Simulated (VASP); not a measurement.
# KF (Fm-3m) in VASP: settings compared

The runs below take KF through single point, with PBE-based screened hybrid with 50 % exact exchange, PBE-based screened hybrid with 40 % exact exchange, PBE-based screened hybrid with 30 % exact exchange, HSE06.

All numbers are computed with VASP 6.6.1; they aren't measurements. Logs are shortened: lines on timing, memory, paths and dates and some standing lists are left out, and cuts for length are marked.

## 1. The cell of the first run

It takes space group Fm-3m (No. 225, cubic). Conventional cell: a = 5.318 Å, b = 5.318 Å, c = 5.318 Å, α = 90.00°, β = 90.00°, γ = 90.00°. K (site symmetry m-3m) has 6 F at 2.66 Å within 3.5 Å. F (site symmetry m-3m) has 6 K at 2.66 Å within 3.5 Å.

## 2. Single point, PBE-based screened hybrid with 50 % exact exchange

File POSCAR:

```
KF
1.0
    0.0000000000      2.6589566777      2.6589566777
    2.6589566777      0.0000000000      2.6589566777
    2.6589566777      2.6589566777      0.0000000000
K F
1 1
Direct
    0.0000000000      0.0000000000      0.0000000000
    0.5000000000      0.5000000000      0.5000000000
```

File INCAR.step1:

```
PREC = Accurate
ENCUT = 520
EDIFF = 1E-5
ISMEAR = 0
SIGMA = 0.01
LREAL = F
LASPH = T
NELM = 60
ALGO = Normal
ISIF = 2
LWAVE = T
LCHARG = F
NBANDS = 15
GGA = PE
```

File INCAR.step2:

```
PREC = Accurate
ENCUT = 520
EDIFF = 1E-6
ISMEAR = 0
SIGMA = 0.01
LREAL = F
LASPH = T
NELM = 60
ALGO = Normal
ISIF = 2
LWAVE = F
LCHARG = F
GGA = PE
LHFCALC = T
AEXX = 0.5
HFSCREEN = 0.2078
PRECFOCK = Normal
NBANDS = 15
ISTART = 1
```

File KPOINTS:

```
Automatic mesh
0
Gamma
  4 4 4
```

Potentials or basis: VASP PAW PBE potentials, release 64 (K_sv, F).

Command:

```
> cat potpaw_PBE.64/K_sv/POTCAR potpaw_PBE.64/F/POTCAR > POTCAR
> cp INCAR.step1 INCAR
> mpirun -np 1 vasp_std > vasp.out
> cp INCAR.step2 INCAR
> mpirun -np 1 vasp_std > vasp.out
```

OUTCAR:

```text
PREC = Accurate
   ENCUT = 520
   EDIFF = 1E-6
   ISMEAR = 0
   LREAL = F
   LASPH = T
   NELM = 60
   ISIF = 2
   GGA = PE
   LHFCALC = T
   AEXX = 0.5
   HFSCREEN = 0.2078
   PRECFOCK = Normal
   ISTART = 1

 ion  position               nearest neighbor table
   1  0.000  0.000  0.000-   2 2.66   2 2.66   2 2.66   2 2.66   2 2.66   2 2.66
   2  0.500  0.500  0.500-   1 2.66   1 2.66   1 2.66   1 2.66   1 2.66   1 2.66

  LATTYP: Found a face centered cubic cell.
 ALAT       =     5.3179133554

  Lattice vectors:

 A1 = (   0.0000000000,   2.6589566777,   2.6589566777)
 A2 = (   2.6589566777,   0.0000000000,   2.6589566777)
 A3 = (   2.6589566777,   2.6589566777,   0.0000000000)

Analysis of symmetry for initial positions (statically):
=====================================================================
 Subroutine PRICEL returns:
 Original cell was already a primitive cell.

 Routine SETGRP: Setting up the symmetry group for a
 face centered cubic supercell.

 Subroutine GETGRP returns: Found 48 space group operations
 (whereof 48 operations were pure point group operations)
 out of a pool of 48 trial point group operations.

The static configuration has the point symmetry O_h .

Analysis of symmetry for dynamics (positions and initial velocities):
=====================================================================
 Subroutine PRICEL returns:
 Original cell was already a primitive cell.

 Routine SETGRP: Setting up the symmetry group for a
 face centered cubic supercell.

 Subroutine GETGRP returns: Found 48 space group operations
 (whereof 48 operations were pure point group operations)
 out of a pool of 48 trial point group operations.

The dynamic configuration has the point symmetry O_h .

 Subroutine INISYM returns: Found 48 space group operations
 (whereof 48 operations are pure point group operations),
 and found     1 'primitive' translations

----------------------------------------------------------------------------------------

                                     Primitive cell

  volume of cell :      37.5979

  direct lattice vectors                    reciprocal lattice vectors
     0.000000000  2.658956678  2.658956678    -0.188043681  0.188043681  0.188043681
     2.658956678  0.000000000  2.658956678     0.188043681 -0.188043681  0.188043681
     2.658956678  2.658956678  0.000000000     0.188043681  0.188043681 -0.188043681

  length of vectors
     3.760332595  3.760332595  3.760332595     0.325701209  0.325701209  0.325701209

  position of ions in fractional coordinates (direct lattice)
     0.000000000  0.000000000  0.000000000
     0.500000000  0.500000000  0.500000000

  ion indices of the primitive-cell ions
   primitive index   ion index
                 1           1
                 2           2

----------------------------------------------------------------------------------------

 KPOINTS: Automatic mesh

Automatic generation of k-mesh.
 Grid dimensions read from file:
 generate k-points for:    4    4    4

 Generating k-lattice:

  Cartesian coordinates                     Fractional coordinates (reciprocal lattice)
    -0.047010920  0.047010920  0.047010920     0.250000000  0.000000000  0.000000000
     0.047010920 -0.047010920  0.047010920     0.000000000  0.250000000  0.000000000
     0.047010920  0.047010920 -0.047010920     0.000000000  0.000000000  0.250000000

  Length of vectors
     0.081425302  0.081425302  0.081425302

  Shift w.r.t. Gamma in fractional coordinates (k-lattice)
     0.000000000  0.000000000  0.000000000

 Subroutine IBZKPT returns following result:
 ===========================================

 Found      8 irreducible k-points:

 Following reciprocal coordinates:
            Coordinates               Weight
  0.000000  0.000000  0.000000      1.000000
  0.250000  0.000000  0.000000      8.000000
  0.500000  0.000000  0.000000      4.000000
  0.250000  0.250000  0.000000      6.000000
  0.500000  0.250000  0.000000     24.000000
 -0.250000  0.250000  0.000000     12.000000
  0.500000  0.500000  0.000000      3.000000
 -0.250000  0.500000  0.250000      6.000000
   k-points           NKPTS =      8   k-points in BZ     NKDIM =     64   number of bands    NBANDS=     15
   number of dos      NEDOS =    301   number of ions     NIONS =      2
   total plane-waves  NPLWV =  21952
   dimension x,y,z NGX =    28 NGY =   28 NGZ =   28
   dimension x,y,z NGXF=    56 NGYF=   56 NGZF=   56
   ions per type =               1   1
   NGX,Y,Z   is equivalent  to a cutoff of  12.38, 12.38, 12.38 a.u.
   NGXF,Y,Z  is equivalent  to a cutoff of  24.76, 24.76, 24.76 a.u.
 SYSTEM =  unknown system
   PREC   = accura    normal or accurate (medium, high low for compatibility)
   ISTART =      1    job   : 0-new  1-cont  2-samecut
   ICHARG =      0    charge: 1-file 2-atom 10-const
   ISPIN  =      1    spin polarized calculation?
   LNONCOLLINEAR =      F non collinear calculations
   LSORBIT =      F    spin-orbit coupling
   LASPH  =      T    aspherical Exc in radial PAW
   ENCUT  =  520.0 eV  38.22 Ry    6.18 a.u.   6.99  6.99  6.99*2*pi/ulx,y,z
   NELM   =     60;   NELMIN=  2; NELMDL=  0     # of ELM steps
   EDIFF  = 0.1E-05   stopping-criterion for ELM
   LREAL  =      F    real-space projection
   EDIFFG = 0.1E-04   stopping-criterion for IOM
   NSW    =      0    number of steps for IOM
   IBRION =     -1    ionic relax: 0-MD 1-quasi-New 2-CG
   NFREE  =      0    steps in history (QN), initial steepest desc. (CG)
   ISIF   =      2    stress and relaxation
   ISYM   =      3    0-nonsym 1-usesym 2-fastsym
   POTIM  = 0.5000    time-step for ionic-motion
   TEBEG  =    0.0;   TEEND  =   0.0 temperature during run
   PSTRESS=    0.0 pullay stress
   NELECT =      16.0000    total number of electrons
   NUPDOWN=      -1.0000    fix difference up-down
   EMIN   =  10.00;   EMAX   =-10.00  energy-range for DOS
   EFERMI =   0.00;   METHOD = LEGACY
   ISMEAR =     0;   SIGMA  =   0.01  broadening in eV -4-tet -1-fermi 0-gaus
   EFERMI_NEDOS =   21; number of points for ismear=-14 and -15
   IALGO  =     38    algorithm
   IMIX   =      1    mixing-type and parameters
     AMIX     =   0.40;   BMIX     =  1.00
     AMIX_MAG =   1.60;   BMIX_MAG =  1.00
  volume/ion in A,a.u.               =      18.80       126.86
  Fermi-wavevector in a.u.,A,eV,Ry     =   1.231384  2.326979 20.630609  1.516307
  Thomas-Fermi vector in A             =   2.366196
   LORBIT       =      0    0 simple, 1 ext, 2 COOP (PROOUT), +10 PAW based schemes
   GGA     = PE    functional components
   LHFCALC =     T    Hartree Fock is set to
   PRECFOCK=normal    Normal, Fast or Accurate (Low or Medium for compatibility)
   ENCUT4O =  -1.0   cutoff for four orbital integrals eV
   NKREDX  =     1    reduce k-point grid by
   NKREDY  =     1    reduce k-point grid by
   NKREDZ  =     1    reduce k-point grid by
   AEXX    =    0.5000 exact exchange contribution
   HFSCREEN=    0.2078 screening length (either q_TF or 0.3 A-1)
   HFSCREENC=   0.2078 screening length for correlation (either q_TF or 0.3 A-1)
   ENCUTFOCK=  -1.0 apply spherical cutoff to Coloumb kernel
   IVDW    =     0    specifies the selected vdW correction
   LEPSILON=     F    determine dielectric tensor
   LRPA    =     F    only Hartree local field effects (RPA)
 non-spin polarized calculation
 Gauss-broadening in eV      SIGMA  =   0.01
  energy-cutoff  :      520.00
  volume of cell :       37.60
 maximum number of plane-waves:      1036
  NGX = 24; NGY = 24; NGZ = 24

 number of electron      16.0000010 magnetization

 Free energy of the ion-electron system (eV)
  ---------------------------------------------------
  ext. energy  EPLUGINS =         0.00000000
  ---------------------------------------------------
  free energy    TOTEN  =       -11.71715169 eV

  energy without entropy =      -11.71715169  energy(sigma->0) =      -11.71715169

 E-fermi :  -5.9483     XC(G=0):  -5.5319

 val. band max:       -6.0160807831   @ k =   0.0000   0.0000   0.0000
 cond. band min:       4.3064013783   @ k =   0.0000   0.0000   0.0000
 fundamental gap:     10.3224821614
 Fermi energy:        -5.9482668445

 k-point     1 :       0.0000    0.0000    0.0000
  band No.  band energies     occupation
      1     -35.0462      2.00000
      2     -27.7496      2.00000
      3     -15.5692      2.00000
      4     -15.5692      2.00000
      5     -15.5692      2.00000
      6      -6.0161      2.00000
      7      -6.0161      2.00000
      8      -6.0161      2.00000
      9       4.3064      0.00000
     10       9.4260      0.00000
     11       9.4260      0.00000
     12       9.4260      0.00000
     13      11.4604      0.00000
     14      11.4604      0.00000
     15      14.9528      0.00000

 k-point     2 :       0.2500    0.0000    0.0000
  band No.  band energies     occupation
      1     -34.9892      2.00000
      2     -27.7995      2.00000
      3     -15.7081      2.00000
      4     -15.5824      2.00000
      5     -15.5824      2.00000
      6      -6.4360      2.00000
      7      -6.2000      2.00000
      8      -6.2000      2.00000
      9       5.8825      0.00000
     10       8.5980      0.00000
     11      10.2801      0.00000
     12      10.2801      0.00000
     13      12.1476      0.00000
     14      12.1476      0.00000
     15      17.5132      0.00000
[... 77 lines left out ...]
      3     -16.2014      2.00000
      4     -15.8119      2.00000
      5     -15.8119      2.00000
      6      -6.1823      2.00000
      7      -6.0586      2.00000
      8      -6.0586      2.00000
      9       6.4883      0.00000
     10       9.0798      0.00000
     11      10.1942      0.00000
     12      13.0164      0.00000
     13      13.7461      0.00000
     14      13.7461      0.00000
     15      15.0111      0.00000

 k-point     8 :      -0.2500    0.5000    0.2500
  band No.  band energies     occupation
      1     -34.9046      2.00000
      2     -27.8053      2.00000
      3     -16.0079      2.00000
      4     -16.0079      2.00000
      5     -15.6499      2.00000
      6      -6.4407      2.00000
      7      -6.1455      2.00000
      8      -6.1455      2.00000
      9       8.1404      0.00000
     10       8.1404      0.00000
     11      10.1376      0.00000
     12      12.5534      0.00000
     13      13.7602      0.00000
     14      14.0358      0.00000
     15      15.2728      0.00000

------------------------ aborting loop because EDIFF is reached ----------------------------------------

  FORCE on cell =-STRESS in cart. coord.  units (eV):
  Direction    XX          YY          ZZ          XY          YZ          ZX
  --------------------------------------------------------------------------------------
  -------------------------------------------------------------------------------------
  Total        0.0476446      0.0476446      0.0476446     -0.0000000      0.0000000     -0.0000000
  in kB        2.0302994      2.0302994      2.0302994     -0.0000000      0.0000000     -0.0000000
  external PRESSURE =       2.0302994 kB  Pullay stress =       0.0000000 kB

 VOLUME and BASIS-vectors are now :
 -----------------------------------------------------------------------------
  energy-cutoff  :      520.00
  volume of cell :       37.60
      direct lattice vectors                 reciprocal lattice vectors
     0.000000000  2.658956678  2.658956678    -0.188043681  0.188043681  0.188043681
     2.658956678  0.000000000  2.658956678     0.188043681 -0.188043681  0.188043681
     2.658956678  2.658956678  0.000000000     0.188043681  0.188043681 -0.188043681

 POSITION                                       TOTAL-FORCE (eV/Angst)
 -----------------------------------------------------------------------------------
      0.00000      0.00000      0.00000         0.000000     -0.000000     -0.000000
      2.65896      2.65896      2.65896        -0.000000      0.000000      0.000000
 -----------------------------------------------------------------------------------
    total drift:                                0.000001      0.000001      0.000001

  FREE ENERGIE OF THE ION-ELECTRON SYSTEM (eV)
  ---------------------------------------------------
  free  energy   TOTEN  =       -11.7171516900 eV

  energy  without entropy=      -11.7171516900  energy(sigma->0) =      -11.71715169
```

Run time: 5.7 min. Hardware: 1 thread of Intel Xeon Platinum 8259CL at 2.50GHz (Skylake/Cascade Lake), shared host; peak memory 0.27 GiB.

Results:

```yaml
Free_energy: -11.7172 eV
Pressure: 0.2 GPa
Band_gap_on_the_k_mesh: 10.32 eV
```

Caveat: the k points lie up to 0.51 Å⁻¹ apart; the PAW data sets were made with another functional, which shifts forces and pressure a little.

## 3. Single point, PBE-based screened hybrid with 40 % exact exchange

POSCAR is that of step 2.

File INCAR.step1:

```
SYSTEM = KF
ALGO = Normal ; EDIFF = 1E-5
ENCUT = 520 ; GGA = PE
ISIF = 2 ; ISMEAR = 0
LASPH = .TRUE. ; LCHARG = .FALSE.
LREAL = .FALSE. ; LWAVE = .TRUE.
NBANDS = 15 ; NELM = 80
PREC = Accurate ; SIGMA = 0.01
```

File INCAR.step2:

```
SYSTEM = KF
AEXX = 0.4 ; ALGO = Normal
EDIFF = 1E-6 ; ENCUT = 520
GGA = PE ; HFSCREEN = 0.1
ISIF = 2 ; ISMEAR = 0
ISTART = 1 ; LASPH = .TRUE.
LCHARG = .FALSE. ; LHFCALC = .TRUE.
LREAL = .FALSE. ; LWAVE = .FALSE.
NBANDS = 15 ; NELM = 80
PREC = Accurate ; PRECFOCK = Normal
SIGMA = 0.01
```

File KPOINTS:

```
k-points
0
G
  4 4 4
  0 0 0
```

Potentials or basis: VASP PAW PBE potentials, release 64 (K_sv, F).

Command:

```
> cat potpaw_PBE.64/K_sv/POTCAR potpaw_PBE.64/F/POTCAR > POTCAR
> cp INCAR.step1 INCAR
> mpirun -np 1 vasp_std > vasp.out
> cp INCAR.step2 INCAR
> mpirun -np 1 vasp_std > vasp.out
```

OUTCAR:

```text
SYSTEM = KF
   AEXX = 0.4
   EDIFF = 1E-6
   ENCUT = 520
   GGA = PE
   HFSCREEN = 0.1
   ISIF = 2
   ISMEAR = 0
   ISTART = 1
   LASPH = .TRUE.
   LHFCALC = .TRUE.
   LREAL = .FALSE.
   NELM = 80
   PREC = Accurate
   PRECFOCK = Normal

 ion  position               nearest neighbor table
   1  0.000  0.000  0.000-   2 2.66   2 2.66   2 2.66   2 2.66   2 2.66   2 2.66
   2  0.500  0.500  0.500-   1 2.66   1 2.66   1 2.66   1 2.66   1 2.66   1 2.66
[... 324 lines left out ...]
     15      15.2428      0.00000

------------------------ aborting loop because EDIFF is reached ----------------------------------------

  FORCE on cell =-STRESS in cart. coord.  units (eV):
  Direction    XX          YY          ZZ          XY          YZ          ZX
  --------------------------------------------------------------------------------------
  -------------------------------------------------------------------------------------
  Total        0.1072326      0.1072326      0.1072326     -0.0000000     -0.0000000      0.0000000
  in kB        4.5695516      4.5695516      4.5695516     -0.0000000     -0.0000000      0.0000000
  external PRESSURE =       4.5695516 kB  Pullay stress =       0.0000000 kB

 VOLUME and BASIS-vectors are now :
 -----------------------------------------------------------------------------
  energy-cutoff  :      520.00
  volume of cell :       37.60
      direct lattice vectors                 reciprocal lattice vectors
     0.000000000  2.658956678  2.658956678    -0.188043681  0.188043681  0.188043681
     2.658956678  0.000000000  2.658956678     0.188043681 -0.188043681  0.188043681
     2.658956678  2.658956678  0.000000000     0.188043681  0.188043681 -0.188043681

 POSITION                                       TOTAL-FORCE (eV/Angst)
 -----------------------------------------------------------------------------------
      0.00000      0.00000      0.00000        -0.000000      0.000000     -0.000000
      2.65896      2.65896      2.65896         0.000000     -0.000000      0.000000
 -----------------------------------------------------------------------------------
    total drift:                               -0.000000     -0.000000     -0.000000

  FREE ENERGIE OF THE ION-ELECTRON SYSTEM (eV)
  ---------------------------------------------------
  free  energy   TOTEN  =       -11.4221817320 eV

  energy  without entropy=      -11.4221817320  energy(sigma->0) =      -11.42218173
```

Run time: 5.8 min. Hardware: 1 thread of Intel Xeon Platinum 8259CL at 2.50GHz (Skylake/Cascade Lake), shared host; peak memory 0.27 GiB.

Results:

* Free energy: -11.4222 eV
* Pressure: 0.5 GPa
* Band gap on the k mesh: 10.11 eV

Caveat: the k points lie up to 0.51 Å⁻¹ apart; the PAW data sets were made with another functional, which shifts forces and pressure a little.

(Part 1 of 2 ends here.)
